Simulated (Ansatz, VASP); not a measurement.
Al: VASP beside Ansatz

```
Al
1.0
     1.37736   -2.42337   -0.03277
    -4.34871   -2.54843    0.02023
     0.13109   -0.11150  -14.11673
Al
12
Direct
  0.48366 0.51190 0.99777
  0.03169 0.00598 0.99848
  0.98352 0.66744 0.16722
  0.50384 0.15616 0.16607
  0.48905 0.48023 0.33067
  0.02170 0.01598 0.33636
  0.99193 0.68008 0.50371
  0.49892 0.15993 0.49954
  0.49921 0.47492 0.66578
  0.00784 0.99317 0.66684
  0.98924 0.68257 0.83394
  0.49940 0.17164 0.83361
```

Change from the starting cell: cell x2, atoms moved at random (sigma 0.05 Å) and cell strained at random (1.5 %), then relaxed without symmetry.

Alike in both runs: task relaxation of cell and atoms; functional PBE; k mesh 8 × 4 × 2; occupations gaussian, width 0.2 eV; no spin polarisation.

|  | VASP | Ansatz |
| --- | --- | --- |
| version | VASP 6.6.1 | Ansatz 0.2.0 |
| potentials or method | VASP PAW PBE potentials, release 64 (Al), cutoff 600 eV | scalar-relativistic, plane waves, PAW |
| valence electrons in the cell | 36 | 36 |

|  | VASP | Ansatz | Ansatz less VASP |
| --- | --- | --- | --- |
| gap on the k mesh at the Fermi level, each at its own relaxed structure (eV) | none | none | - |
| relaxed volume (Å³/atom) | 16.65 | 16.65 | 0.000 |
| relaxed cell length with the largest relative difference (Å) | 5.068 | 5.070 | +0.0014 |

A gap of «none» marks a metal or a gap that the smearing closes.
